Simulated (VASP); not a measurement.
# V in VASP: a series of runs

V is run at these levels: PBEsol; tasks: electric field gradients.

Program: VASP 6.6.1. These are calculated values, not measurements. Logs are shortened: lines on timing, memory, paths and dates and some standing lists are left out, and cuts for length are marked.

**1. The cell of the first run**

It takes space group Im-3m (No. 229, cubic). Conventional cell: a = 2.964 Å, b = 2.964 Å, c = 2.964 Å, α = 90.00°, β = 90.00°, γ = 90.00°. V (site symmetry m-3m) has 14 V at 2.57 to 2.96 Å within 3.4 Å.

**2. Electric field gradients, PBEsol, collinear spin, ferromagnetic start (volume scaled by 0.94)**

INCAR reads:

```
SYSTEM = V
  PREC = Accurate
  ENCUT = 520
  EDIFF = 1E-8
  ISMEAR = -1
  SIGMA = 0.03
  LREAL = .False.
  LASPH = .True.
  NELM = 150
  ALGO = Normal
  ISIF = 2
  LWAVE = .False.
  LCHARG = .False.
  ISPIN = 2
  MAGMOM = 1.5
  LORBIT = 11
  LMAXMIX = 4
  GGA = PS
  LEFG = .True.
  NBANDS = 16
```

KPOINTS reads:

```
Automatic mesh
0
Gamma
  19 19 19
  0 0 0
```

POSCAR reads:

```
V
1.0
   -1.4821137825      1.4821137825      1.4821137825
    1.4821137825     -1.4821137825      1.4821137825
    1.4821137825      1.4821137825     -1.4821137825
V
1
Direct
    0.0000000000      0.0000000000      0.0000000000
```

Potentials or basis: VASP PAW PBE potentials, release 64 (V_sv).

Run with:

```console
> cat potpaw_PBE.64/V_sv/POTCAR > POTCAR
> mpirun -np 1 vasp_std > vasp.out
```

OUTCAR:

```text
SYSTEM = V
   PREC = Accurate
   ENCUT = 520
   EDIFF = 1E-8
   ISMEAR = -1
   LREAL = .False.
   LASPH = .True.
   NELM = 150
   ISIF = 2
   ISPIN = 2
   LORBIT = 11
   GGA = PS

 ion  position               nearest neighbor table
   1  0.000  0.000  0.000-

  LATTYP: Found a body centered cubic cell.
 ALAT       =     2.9642275650

  Lattice vectors:

 A1 = (  -1.4821137825,   1.4821137825,   1.4821137825)
 A2 = (   1.4821137825,  -1.4821137825,   1.4821137825)
 A3 = (   1.4821137825,   1.4821137825,  -1.4821137825)

Analysis of symmetry for initial positions (statically):
=====================================================================
 Subroutine PRICEL returns:
 Original cell was already a primitive cell.

 Routine SETGRP: Setting up the symmetry group for a
 body centered cubic supercell.

 Subroutine GETGRP returns: Found 48 space group operations
 (whereof 48 operations were pure point group operations)
 out of a pool of 48 trial point group operations.

The static configuration has the point symmetry O_h .

Analysis of symmetry for dynamics (positions and initial velocities):
=====================================================================
 Subroutine PRICEL returns:
 Original cell was already a primitive cell.

 Routine SETGRP: Setting up the symmetry group for a
 body centered cubic supercell.

 Subroutine GETGRP returns: Found 48 space group operations
 (whereof 48 operations were pure point group operations)
 out of a pool of 48 trial point group operations.

The dynamic configuration has the point symmetry O_h .

Analysis of structural, dynamic, and magnetic symmetry:
=====================================================================
 Subroutine PRICEL returns:
 Original cell was already a primitive cell.

 Routine SETGRP: Setting up the symmetry group for a
 body centered cubic supercell.

 Subroutine GETGRP returns: Found 48 space group operations
 (whereof 48 operations were pure point group operations)
 out of a pool of 48 trial point group operations.

The overall configuration has the point symmetry O_h .

 Subroutine INISYM returns: Found 48 space group operations
 (whereof 48 operations are pure point group operations),
 and found     1 'primitive' translations

----------------------------------------------------------------------------------------

                                     Primitive cell
[... 139 lines left out ...]

 val. band max:        9.9834076267   @ k =  -0.3158   0.3158   0.1579
 cond. band min:       9.9900630863   @ k =  -0.3684   0.4211   0.1579
 fundamental gap:      0.0066554595
 Fermi energy:         9.9835964049

 spin component 1

 k-point     1 :       0.0000    0.0000    0.0000
  band No.  band energies     occupation
      1     -53.4484      1.00000
      2     -26.7912      1.00000
      3     -26.7912      1.00000
      4     -26.7912      1.00000
      5       3.3173      1.00000
      6      10.4065      0.00000
[... 435 lines left out ...]
      5       6.8747      1.00000
      6       9.0323      1.00000
[... 8 lines left out ...]
     15      38.2830      0.00000
     16      39.4544      0.00000

 [... further k-points ...]

 spin component 2

 k-point     1 :       0.0000    0.0000    0.0000
  band No.  band energies     occupation
      1     -53.4474      1.00000
      2     -26.7902      1.00000
      3     -26.7902      1.00000
      4     -26.7902      1.00000
      5       3.3180      1.00000
      6      10.4075      0.00000
[... 435 lines left out ...]
      5       6.8754      1.00000
      6       9.0333      1.00000
[... 8 lines left out ...]
     15      38.2838      0.00000
     16      39.4550      0.00000

 [... further k-points ...]
[... 5 lines left out ...]
  --------------------------------------------------------------------------------------
  -------------------------------------------------------------------------------------
  Total       -0.0864628     -0.0864628     -0.0864628      0.0000000      0.0000000      0.0000000
  in kB      -10.6373937    -10.6373937    -10.6373937      0.0000000      0.0000000      0.0000000
  external PRESSURE =     -10.6373937 kB  Pullay stress =       0.0000000 kB

 VOLUME and BASIS-vectors are now :
 -----------------------------------------------------------------------------
  energy-cutoff  :      520.00
  volume of cell :       13.02
      direct lattice vectors                 reciprocal lattice vectors
    -1.482113782  1.482113782  1.482113782     0.000000000  0.337356015  0.337356015
     1.482113782 -1.482113782  1.482113782     0.337356015  0.000000000  0.337356015
     1.482113782  1.482113782 -1.482113782     0.337356015  0.337356015  0.000000000

 POSITION                                       TOTAL-FORCE (eV/Angst)
 -----------------------------------------------------------------------------------
      0.00000      0.00000      0.00000        -0.000000      0.000000     -0.000000
 -----------------------------------------------------------------------------------
    total drift:                                0.000000      0.000000      0.000000

  FREE ENERGIE OF THE ION-ELECTRON SYSTEM (eV)
  ---------------------------------------------------
  free  energy   TOTEN  =        -9.6376936638 eV

  energy  without entropy=       -9.6329616306  energy(sigma->0) =       -9.63532765

 Electric field gradients (V/A^2)
---------------------------------------------------------------------
 ion       V_xx      V_yy      V_zz      V_xy      V_xz      V_yz
---------------------------------------------------------------------
   1       0.000    -0.000    -0.000     0.002     0.002     0.002
---------------------------------------------------------------------

 Electric field gradients after diagonalization (V/A^2)
 (convention: |V_zz| > |V_xx| > |V_yy|)
----------------------------------------------------------------------
 ion       V_xx      V_yy      V_zz     asymmetry (V_yy - V_xx)/ V_zz
----------------------------------------------------------------------
   1      -0.002    -0.002     0.003       0.000
----------------------------------------------------------------------

           NMR quadrupolar parameters

 Cq : quadrupolar parameter    Cq=e*Q*V_zz/h
 eta: asymmetry parameters     (V_yy - V_xx)/ V_zz
 Q  : nuclear electric quadrupole moment in mb (millibarn)
----------------------------------------------------------------------
 ion       Cq(MHz)       eta       Q (mb)
----------------------------------------------------------------------
   1       0.000       0.000       1.000
----------------------------------------------------------------------

 total charge

# of ion       s       p       d       tot
------------------------------------------
    1        2.353   6.234   3.131  11.718

 magnetization (x)

# of ion       s       p       d       tot
------------------------------------------
    1        0.000   0.000   0.001   0.001
```

OSZICAR:

```text
N       E                     dE             d eps       ncg     rms          rms(c)
DAV:   1     0.905613005608E+02    0.90561E+02   -0.64907E+03 14288   0.897E+02
DAV:   2    -0.931644421950E+01   -0.99878E+02   -0.95646E+02 15344   0.271E+02
DAV:   3    -0.108179194685E+02   -0.15015E+01   -0.14991E+01 16024   0.359E+01
DAV:   4    -0.108234532709E+02   -0.55338E-02   -0.55337E-02 16776   0.230E+00
DAV:   5    -0.108234988962E+02   -0.45625E-04   -0.45627E-04 16072   0.194E-01    0.210E+01
DAV:   6    -0.964183943251E+01    0.11817E+01   -0.16402E+00 14400   0.221E+01    0.268E+00
DAV:   7    -0.964028799336E+01    0.15514E-02   -0.73679E-02 16064   0.271E+00    0.182E+00
DAV:   8    -0.964072088586E+01   -0.43289E-03   -0.52198E-03 15112   0.825E-01    0.902E-01
DAV:   9    -0.963747803832E+01    0.32428E-02   -0.14803E-03 16088   0.471E-01    0.236E-01
DAV:  10    -0.963767340410E+01   -0.19537E-03   -0.56562E-04 15632   0.227E-01    0.407E-02
DAV:  11    -0.963768938023E+01   -0.15976E-04   -0.18642E-05 15640   0.465E-02    0.190E-02
DAV:  12    -0.963769366420E+01   -0.42840E-05   -0.65478E-06 15360   0.248E-02    0.615E-03
DAV:  13    -0.963769366380E+01    0.39790E-09   -0.87806E-08 15552   0.340E-03
   1 F= -.96376937E+01 E0= -.96353276E+01  d E =-.473203E-02  mag=     0.0005
```

It took 36 s on 1 thread of Intel Xeon 6975P-C (Granite Rapids), shared host; peak memory 0.18 GiB.

What came out:

| Property | Result |
| --- | --- |
| Free energy | -9.6377 eV |
| Pressure | -1.1 GPa |
| Net moment | 0.00 μB per cell |
| Valence electrons inside the program's atomic spheres | V 11.72 |

Caveat: without QUAD_EFG the Cq values of the log hold for a quadrupole moment of 1 mb, not for the nuclei; the PAW data sets were made with another functional, which shifts forces and pressure a little.

**3. Electric field gradients, PBEsol, collinear spin, ferromagnetic start (volume scaled by 0.98)**

INCAR reads:

```
ALGO = Normal
EDIFF = 1E-8
ENCUT = 520
GGA = PS
ISIF = 2
ISMEAR = -1
ISPIN = 2
LASPH = True
LCHARG = False
LEFG = True
LMAXMIX = 4
LORBIT = 11
LREAL = False
LWAVE = False
MAGMOM = 1.5
NBANDS = 16
NELM = 150
PREC = Accurate
SIGMA = 0.03
```

KPOINTS reads:

```
k-points
0
Gamma
  19 19 19
```

POSCAR reads:

```
V
1.0
   -1.5028453316      1.5028453316      1.5028453316
    1.5028453316     -1.5028453316      1.5028453316
    1.5028453316      1.5028453316     -1.5028453316
V
1
Direct
    0.0000000000      0.0000000000      0.0000000000
```

Potentials or basis: VASP PAW PBE potentials, release 64 (V_sv).

Run with:

```console
> cat potpaw_PBE.64/V_sv/POTCAR > POTCAR
> mpirun -np 1 vasp_std > vasp.out
```

OUTCAR:

```text
EDIFF = 1E-8
   ENCUT = 520
   GGA = PS
   ISIF = 2
   ISMEAR = -1
   ISPIN = 2
   LASPH = True
   LORBIT = 11
   LREAL = False
   NELM = 150
   PREC = Accurate

 ion  position               nearest neighbor table
   1  0.000  0.000  0.000-

  LATTYP: Found a body centered cubic cell.
 ALAT       =     3.0056906632

  Lattice vectors:

 A1 = (  -1.5028453316,   1.5028453316,   1.5028453316)
 A2 = (   1.5028453316,  -1.5028453316,   1.5028453316)
[... 1144 lines left out ...]

  energy  without entropy=       -9.6157816574  energy(sigma->0) =       -9.61838324

 Electric field gradients (V/A^2)
---------------------------------------------------------------------
 ion       V_xx      V_yy      V_zz      V_xy      V_xz      V_yz
---------------------------------------------------------------------
   1      -0.000     0.000    -0.000     0.003     0.003     0.003
---------------------------------------------------------------------

 Electric field gradients after diagonalization (V/A^2)
 (convention: |V_zz| > |V_xx| > |V_yy|)
----------------------------------------------------------------------
 ion       V_xx      V_yy      V_zz     asymmetry (V_yy - V_xx)/ V_zz
----------------------------------------------------------------------
   1      -0.003    -0.003     0.005       0.000
----------------------------------------------------------------------

           NMR quadrupolar parameters

 Cq : quadrupolar parameter    Cq=e*Q*V_zz/h
 eta: asymmetry parameters     (V_yy - V_xx)/ V_zz
 Q  : nuclear electric quadrupole moment in mb (millibarn)
----------------------------------------------------------------------
 ion       Cq(MHz)       eta       Q (mb)
----------------------------------------------------------------------
   1       0.000       0.000       1.000
----------------------------------------------------------------------

 total charge

# of ion       s       p       d       tot
------------------------------------------
    1        2.341   6.220   3.082  11.644

 magnetization (x)

# of ion       s       p       d       tot
------------------------------------------
    1        0.000  -0.000  -0.000  -0.000
```

OSZICAR:

```text
N       E                     dE             d eps       ncg     rms          rms(c)
DAV:   1     0.916111654961E+02    0.91611E+02   -0.65054E+03 14216   0.891E+02
DAV:   2    -0.935920563698E+01   -0.10097E+03   -0.96893E+02 15544   0.271E+02
DAV:   3    -0.108861799898E+02   -0.15270E+01   -0.15251E+01 16008   0.361E+01
DAV:   4    -0.108920544024E+02   -0.58744E-02   -0.58743E-02 16728   0.236E+00
DAV:   5    -0.108921046895E+02   -0.50287E-04   -0.50286E-04 16144   0.203E-01    0.199E+01
DAV:   6    -0.962226039309E+01    0.12698E+01   -0.17815E+00 14408   0.229E+01    0.222E+00
DAV:   7    -0.962431849055E+01   -0.20581E-02   -0.78306E-02 15848   0.266E+00    0.161E+00
DAV:   8    -0.962350283809E+01    0.81565E-03   -0.52233E-03 15392   0.831E-01    0.856E-01
DAV:   9    -0.962077492029E+01    0.27279E-02   -0.14225E-03 16256   0.456E-01    0.188E-01
DAV:  10    -0.962096984175E+01   -0.19492E-03   -0.54908E-04 15688   0.219E-01    0.332E-02
DAV:  11    -0.962098087262E+01   -0.11031E-04   -0.20551E-05 16024   0.488E-02    0.173E-02
DAV:  12    -0.962098496261E+01   -0.40900E-05   -0.50676E-06 15144   0.218E-02    0.414E-03
DAV:  13    -0.962098483394E+01    0.12867E-06   -0.61375E-08 16136   0.267E-03    0.107E-03
DAV:  14    -0.962098482316E+01    0.10772E-07   -0.73706E-09 10928   0.595E-04    0.458E-04
DAV:  15    -0.962098482278E+01    0.38608E-09   -0.13586E-09  7528   0.357E-04
   1 F= -.96209848E+01 E0= -.96183832E+01  d E =-.520317E-02  mag=    -0.0000
```

stdout:

```text
POSCAR found type information on POSCAR V
 POSCAR found :  1 types and       1 ions
 scaLAPACK will be used
 -----------------------------------------------------------------------------
|                                                                             |
|                                                                             |
|     You enforced a specific xc type in the INCAR file but a different       |
|     I HOPE YOU KNOW WHAT YOU ARE DOING!                                     |
|                                                                             |
 -----------------------------------------------------------------------------

 LDA part: xc-table for (Slater+PW92), standard interpolation
 POSCAR, INCAR and KPOINTS ok, starting setup
 FFT: planning ... GRIDC
 FFT: planning ... GRID_SOFT
 FFT: planning ... GRID
 WAVECAR not read
 entering main loop
ion   1
```

Wall time 42 s (1 thread of Intel Xeon 6975P-C (Granite Rapids), shared host); peak memory 0.18 GiB.

What came out:

```
Free energy                                           : -9.6210 eV
Pressure                                              : -8.5 GPa
Net moment                                            : 0.00 μB per cell
Valence electrons inside the program's atomic spheres : V 11.64
```

Caveat: without QUAD_EFG the Cq values of the log hold for a quadrupole moment of 1 mb, not for the nuclei; the PAW data sets were made with another functional, which shifts forces and pressure a little.

(Continued in part 2 of 2.)
